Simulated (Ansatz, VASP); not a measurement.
**H in VASP and in Ansatz**

```
H
1.0
     2.01500    0.00000    0.00000
    -1.00750    1.74504    0.00000
     0.00000    0.00000    3.23700
H
2
Direct
  0.33333 0.66667 0.25000
  0.66667 0.33333 0.75000
```

Alike in both runs: task relaxation of cell and atoms; functional LDA; k mesh 14 × 14 × 8; occupations fermi-dirac, width 0.02 eV; no spin polarisation.

|  | VASP | Ansatz |
| --- | --- | --- |
| version | VASP 6.6.1 | Ansatz 0.2.0 |
| potentials or method | VASP PAW LDA potentials, release 64 (H_h) | PAW with Ansatz's default frozen-core files, scalar-relativistic |
| plane-wave cutoff (eV) | 1230 | 420 |
| valence electrons in the cell | 2 | 2 |

|  | VASP | Ansatz | Ansatz less VASP |
| --- | --- | --- | --- |
| relaxed volume (Å³/atom) | 2.91 | 2.99 | +0.078 |
| relaxed length of the cell vector where the two differ most in proportion (Å) | 2.462 | 2.024 | -0.4379 |

LDA's correlation is that of Perdew and Zunger in VASP and of Perdew and Wang (1992) in Ansatz. One of these differences is far larger than is usual between the two programs; its cause wasn't traced.

Noted on VASP's run: the volume moved by over 15 % at a fixed basis, so the end points are rough.
